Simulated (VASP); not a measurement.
# C (Fd-3m) in VASP: notebook

Runs on C. Level: PBE. Tasks: single point.

Program: VASP 6.6.1. These are calculated values, not measurements. Logs are shortened: lines on timing, memory, paths and dates and some standing lists are left out, and cuts for length are marked.

## (1) The cell of the first run

It takes space group Fd-3m (No. 227, cubic). Conventional cell: a = 3.571 Å, b = 3.571 Å, c = 3.571 Å, α = 90.00°, β = 90.00°, γ = 90.00°. Within 2.1 Å of C (site symmetry -43m) lie 4 C at 1.55 Å.

## (2) Single point, PBE

INCAR reads:

```
PREC = Accurate
ENCUT = 520
EDIFF = 1E-7
ISMEAR = 0
SIGMA = 0.02
LREAL = F
LASPH = T
NELM = 100
ALGO = Normal
ISIF = 2
LWAVE = F
LCHARG = T
GGA = PE
LELF = T
LVHAR = T
NBANDS = 11
```

KPOINTS reads:

```
regular mesh
0
Gamma
  12 12 12
```

POSCAR reads:

```
C
1.0
    0.0000000000      1.7857375347      1.7857375347
    1.7857375347      0.0000000000      1.7857375347
    1.7857375347      1.7857375347      0.0000000000
C
2
Direct
    0.5000000000      0.5000000000      0.5000000000
    0.7500000000      0.7500000000      0.7500000000
```

Potentials or basis: VASP PAW PBE potentials, release 64 (C).

The run is started by

```
$ cat potpaw_PBE.64/C/POTCAR > POTCAR
$ mpirun -np 1 vasp_std > vasp.out
```

OUTCAR:

```text
PREC = Accurate
   ENCUT = 520
   EDIFF = 1E-7
   ISMEAR = 0
   LREAL = F
   LASPH = T
   NELM = 100
   ISIF = 2
   GGA = PE

 ion  position               nearest neighbor table
   1  0.500  0.500  0.500-   2 1.55   2 1.55   2 1.55   2 1.55
   2  0.750  0.750  0.750-   1 1.55   1 1.55   1 1.55   1 1.55

  LATTYP: Found a face centered cubic cell.
 ALAT       =     3.5714750694

  Lattice vectors:

 A1 = (   0.0000000000,   1.7857375347,   1.7857375347)
 A2 = (   1.7857375347,   0.0000000000,   1.7857375347)
 A3 = (   1.7857375347,   1.7857375347,   0.0000000000)

Analysis of symmetry for initial positions (statically):
=====================================================================
 Subroutine PRICEL returns:
 Original cell was already a primitive cell.

 Routine SETGRP: Setting up the symmetry group for a
 face centered cubic supercell.

 Subroutine GETGRP returns: Found 48 space group operations
 (whereof 24 operations were pure point group operations)
 out of a pool of 48 trial point group operations.

The static configuration has the point symmetry T_d .
 The point group associated with its full space group is O_h .

Analysis of symmetry for dynamics (positions and initial velocities):
=====================================================================
 Subroutine PRICEL returns:
 Original cell was already a primitive cell.

 Routine SETGRP: Setting up the symmetry group for a
 face centered cubic supercell.

 Subroutine GETGRP returns: Found 48 space group operations
 (whereof 24 operations were pure point group operations)
 out of a pool of 48 trial point group operations.

The dynamic configuration has the point symmetry T_d .
 The point group associated with its full space group is O_h .

 Subroutine INISYM returns: Found 48 space group operations
 (whereof 24 operations are pure point group operations),
 and found     1 'primitive' translations

----------------------------------------------------------------------------------------

                                     Primitive cell

  volume of cell :      11.3889

  direct lattice vectors                    reciprocal lattice vectors
     0.000000000  1.785737535  1.785737535    -0.279996355  0.279996355  0.279996355
     1.785737535  0.000000000  1.785737535     0.279996355 -0.279996355  0.279996355
     1.785737535  1.785737535  0.000000000     0.279996355  0.279996355 -0.279996355

  length of vectors
     2.525414240  2.525414240  2.525414240     0.484967912  0.484967912  0.484967912

  position of ions in fractional coordinates (direct lattice)
     0.500000000  0.500000000  0.500000000
     0.750000000  0.750000000  0.750000000
[... 82 lines left out ...]
   NFREE  =      0    steps in history (QN), initial steepest desc. (CG)
   ISIF   =      2    stress and relaxation
   ISYM   =      2    0-nonsym 1-usesym 2-fastsym
   POTIM  = 0.5000    time-step for ionic-motion
   TEBEG  =    0.0;   TEEND  =   0.0 temperature during run
   PSTRESS=    0.0 pullay stress
   NELECT =       8.0000    total number of electrons
   NUPDOWN=      -1.0000    fix difference up-down
   EMIN   =  10.00;   EMAX   =-10.00  energy-range for DOS
   EFERMI =   0.00;   METHOD = LEGACY
   ISMEAR =     0;   SIGMA  =   0.02  broadening in eV -4-tet -1-fermi 0-gaus
   EFERMI_NEDOS =   21; number of points for ismear=-14 and -15
   IALGO  =     38    algorithm
   IMIX   =      4    mixing-type and parameters
     AMIX     =   0.40;   BMIX     =  1.00
     AMIX_MAG =   1.60;   BMIX_MAG =  1.00
  volume/ion in A,a.u.               =       5.69        38.43
  Fermi-wavevector in a.u.,A,eV,Ry     =   1.455271  2.750063 28.814603  2.117814
  Thomas-Fermi vector in A             =   2.572325
   LORBIT       =      0    0 simple, 1 ext, 2 COOP (PROOUT), +10 PAW based schemes
   GGA     = PE    functional components
   LHFCALC =     F    Hartree Fock is set to
   AEXX    =    0.0000 exact exchange contribution
   IVDW    =     0    specifies the selected vdW correction
   LEPSILON=     F    determine dielectric tensor
   LRPA    =     F    only Hartree local field effects (RPA)
 non-spin polarized calculation
 Gauss-broadening in eV      SIGMA  =   0.02
  energy-cutoff  :      520.00
  volume of cell :       11.39
 maximum number of plane-waves:       331
   NGX =  9   NGY =  9   NGZ =  9

 number of electron       7.9999999 magnetization

 Free energy of the ion-electron system (eV)
  ---------------------------------------------------
  ext. energy  EPLUGINS =         0.00000000
  ---------------------------------------------------
  free energy    TOTEN  =       -18.18576166 eV

  energy without entropy =      -18.18576166  energy(sigma->0) =      -18.18576166

 E-fermi :   9.7760     XC(G=0): -13.2309

 val. band max:        9.6724153151   @ k =   0.0000   0.0000   0.0000
 cond. band min:      13.8165258043   @ k =   0.3333   0.3333   0.0000
 fundamental gap:      4.1441104892
 Fermi energy:         9.7760162888

 k-point     1 :       0.0000    0.0000    0.0000
  band No.  band energies     occupation
      1     -11.7513      2.00000
      2       9.6724      2.00000
      3       9.6724      2.00000
      4       9.6724      2.00000
      5      15.2515      0.00000
      6      15.2515      0.00000
      7      15.2515      0.00000
      8      22.9133      0.00000
      9      28.9155      0.00000
     10      36.1633      0.00000
     11      36.1633      0.00000
[... 309 lines left out ...]
 k-point    24 :      -0.4167    0.1667    0.0000
  band No.  band energies     occupation
      1      -5.5902      2.00000
      2      -2.8160      2.00000
      3       4.2153      2.00000
      4       6.0987      2.00000
      5      17.1914      0.00000
      6      19.8780      0.00000
      7      20.8267      0.00000
      8      25.0668      0.00000
      9      29.0761      0.00000
     10      33.8161      0.00000
     11      34.1726      0.00000

 [... further k-points ...]
[... 5 lines left out ...]
  --------------------------------------------------------------------------------------
  -------------------------------------------------------------------------------------
  Total        0.0501165      0.0501165      0.0501165      0.0000000      0.0000000     -0.0000000
  in kB        7.0503167      7.0503167      7.0503167      0.0000000      0.0000000     -0.0000000
  external PRESSURE =       7.0503167 kB  Pullay stress =       0.0000000 kB

 VOLUME and BASIS-vectors are now :
 -----------------------------------------------------------------------------
  energy-cutoff  :      520.00
  volume of cell :       11.39
      direct lattice vectors                 reciprocal lattice vectors
     0.000000000  1.785737535  1.785737535    -0.279996355  0.279996355  0.279996355
     1.785737535  0.000000000  1.785737535     0.279996355 -0.279996355  0.279996355
     1.785737535  1.785737535  0.000000000     0.279996355  0.279996355 -0.279996355

 POSITION                                       TOTAL-FORCE (eV/Angst)
 -----------------------------------------------------------------------------------
      1.78574      1.78574      1.78574        -0.000000     -0.000000     -0.000000
      2.67861      2.67861      2.67861         0.000000      0.000000      0.000000
 -----------------------------------------------------------------------------------
    total drift:                                0.000000     -0.000000      0.000000

  FREE ENERGIE OF THE ION-ELECTRON SYSTEM (eV)
  ---------------------------------------------------
  free  energy   TOTEN  =       -18.1857616626 eV

  energy  without entropy=      -18.1857616626  energy(sigma->0) =      -18.18576166
```

stdout:

```text
POSCAR found type information on POSCAR C
 POSCAR found :  1 types and       2 ions
 scaLAPACK will be used
 LDA part: xc-table for (Slater+PW92), standard interpolation
 POSCAR, INCAR and KPOINTS ok, starting setup
 FFT: planning ... GRIDC
 FFT: planning ... GRID_SOFT
 FFT: planning ... GRID
 WAVECAR not read
 entering main loop
```

Run time: 9.3 s. Hardware: 1 thread of Intel Xeon Platinum 8488C (Sapphire Rapids), shared host; peak memory 0.12 GiB.

Results:

* Free energy: -18.1858 eV
* Pressure: 0.7 GPa
* Band gap on the k mesh: 4.14 eV, indirect (least direct gap 5.58 eV)

A k mesh can miss the band edges. A hybrid or GW would open this gap; PBE tends to underestimate it.

## (3) Single point, PBE

This run uses another cell than the first one, of 5.67 Å³/atom, 0.996 times its volume.

INCAR reads:

```
SYSTEM = C
PREC = Accurate
ENCUT = 520
EDIFF = 1E-6
ISMEAR = 0
SIGMA = 0.1
LREAL = .False.
LASPH = .True.
NELM = 60
ALGO = Normal
ISIF = 2
LWAVE = .False.
LCHARG = .False.
GGA = PE
NBANDS = 11
```

KPOINTS reads:

```
Automatic mesh
0
Gamma
  8 8 8
  0 0 0
```

POSCAR reads:

```
C
1.0
    0.0000000000      1.7834000000      1.7834000000
    1.7834000000      0.0000000000      1.7834000000
    1.7834000000      1.7834000000      0.0000000000
C
2
Direct
    0.5000000000      0.5000000000      0.5000000000
    0.7500000000      0.7500000000      0.7500000000
```

Potentials or basis: VASP PAW PBE potentials, release 64 (C).

The run is started by

```
$ cat potpaw_PBE.64/C/POTCAR > POTCAR
$ mpirun -np 1 vasp_std > vasp.out
```

Run time: 2 s. Hardware: 1 thread of Intel Xeon 6975P-C (Granite Rapids), shared host; peak memory 0.11 GiB.

The run converged. Its results:

```
Free energy            : -18.1845 eV
Pressure               : 2.4 GPa
Band gap on the k mesh : 4.13 eV, indirect (least direct gap 5.59 eV)
```

Levels at points of the mesh, in eV from the valence-band top:
| k point | band 2 | band 3 | band 4 | band 5 | band 6 | band 7 |
| --- | --- | --- | --- | --- | --- | --- |
| (0.00, 0.00, 0.00) | 0.00 | 0.00 | 0.00 | 5.59 | 5.59 | 5.59 |
| (0.50, 0.00, 0.00) | -13.37 | -2.80 | -2.80 | 8.46 | 8.46 | 8.85 |
| (0.50, 0.50, 0.00) | -12.76 | -6.30 | -6.30 | 4.76 | 4.76 | 16.81 |
